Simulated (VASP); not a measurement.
Write the native input for VASP 6.6.1 that does the following.

```yaml
Task: single point
Functional: PBE
Potentials_or_basis: VASP PAW PBE potentials, release 64 (Hf_pv)
Cutoff: 520 eV
k_mesh: 8 × 8 × 5
Occupations: methfessel-paxton, width 0.1 eV
Spin: no spin polarisation
Dipole_correction: no
Further_INCAR_settings: ALGO = Normal; EDIFF = 1e-06; NBANDS = 17
```

The structure of Hf lies in POSCAR:

```
Hf
1.0
    3.1967000000      0.0000000000      0.0000000000
   -1.5983500000      2.7684230000      0.0000000000
    0.0000000000      0.0000000000      5.0578000000
Hf
2
Direct
    0.3333333333      0.6666666667      0.2500000000
    0.6666666667      0.3333333333      0.7500000000
```

The input as run:

INCAR

```
PREC = Accurate ; ENCUT = 520
EDIFF = 1E-6 ; ISMEAR = 1
SIGMA = 0.1 ; LREAL = F
LASPH = T ; NELM = 60
ALGO = Normal ; ISIF = 2
LWAVE = F ; LCHARG = F
GGA = PE ; NBANDS = 17
```

KPOINTS

```
Automatic mesh
0
Gamma
  8 8 5
```

Potentials or basis: VASP PAW PBE potentials, release 64 (Hf_pv).

The run is started by

```sh
$ cat potpaw_PBE.64/Hf_pv/POTCAR > POTCAR
$ mpirun -np 1 vasp_std > vasp.out
```

It gave:

The pressure is 0.6 GPa. The band gap on the k mesh is zero (band 10 reaches 6.10 eV, above the bottom of band 11 at 4.66 eV).

Caveat: spin-orbit coupling is left out, which moves the levels of the heavy elements.

It took 11 s on 1 thread of AMD EPYC 9R45 96-Core Processor (Zen 5), on a shared host, peak memory 0.13 GiB.
